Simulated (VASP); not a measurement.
Input of a VASP 6.6.1 run:

Contents of INCAR:

```
  PREC = Accurate
  ENCUT = 520
  EDIFF = 1E-6
  ISMEAR = -1
  SIGMA = 0.06122561905347299
  LREAL = False
  LASPH = True
  NELM = 60
  ALGO = Normal
  ISIF = 2
  LWAVE = False
  LCHARG = False
  GGA = PE
  NBANDS = 10
```

Contents of KPOINTS:

```
regular mesh
0
Gamma
  19 19 19
```

Contents of POSCAR:

```
Fe
1.0
   -1.3797434168      1.3797434168      1.3797434168
    1.3797434168     -1.3797434168      1.3797434168
    1.3797434168      1.3797434168     -1.3797434168
Fe
1
Direct
    0.0000000000      0.0000000000      0.0000000000
```

Potentials or basis: VASP PAW PBE potentials, release 64 (Fe).

Launch:

```console
$ cat potpaw_PBE.64/Fe/POTCAR > POTCAR
$ mpirun -np 1 vasp_std > vasp.out
```

Predict the band gap on the k mesh.

zero (band 4 reaches 7.69 eV, above the bottom of band 5 at 5.58 eV).

What does it give for the pressure?

-0.6 GPa.

Caveat: the run has no spin polarisation, though such a crystal can be magnetic. Spin polarisation is off, so any magnetic state and its effect on volume and gap are missing.
